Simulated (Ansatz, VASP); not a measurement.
**Rh: VASP beside Ansatz**

```xyz
1
Lattice="-0.2007 1.8067 1.8067 1.8067 -0.2007 1.8067 1.8067 1.8067 -0.2007" Properties=species:S:1:pos:R:3 pbc="T T T"
Rh    0.0000    0.0000    0.0000
```

Alike in both runs: task single point; functional r2SCAN; k mesh 8 × 8 × 8; occupations gaussian, width 0.15 eV; no spin polarisation.

```csv
,VASP,Ansatz
version,VASP 6.6.1,Ansatz 0.2.0
potentials or method,"VASP PAW PBE potentials, release 64 (Rh_pv), cutoff 520 eV","scalar-relativistic, plane waves, PAW"
valence electrons in the cell,15,17
```

|  | VASP | Ansatz | Ansatz less VASP |
| --- | --- | --- | --- |
| gap on the k mesh at the Fermi level (eV) | none | none | - |
| pressure (GPa) | 10.2 | 8.8 | -1.40 |
| traceless stress, the component that is largest in VASP (GPa) | 17.19 | 16.95 | -0.242 |

VASP's potentials were made for PBE, not for r2SCAN. A gap of «none» marks a metal or a gap that the smearing closes. VASP's potentials hold 15 valence electrons a cell and Ansatz's 17, so a difference there can come from the potentials and not from the codes.
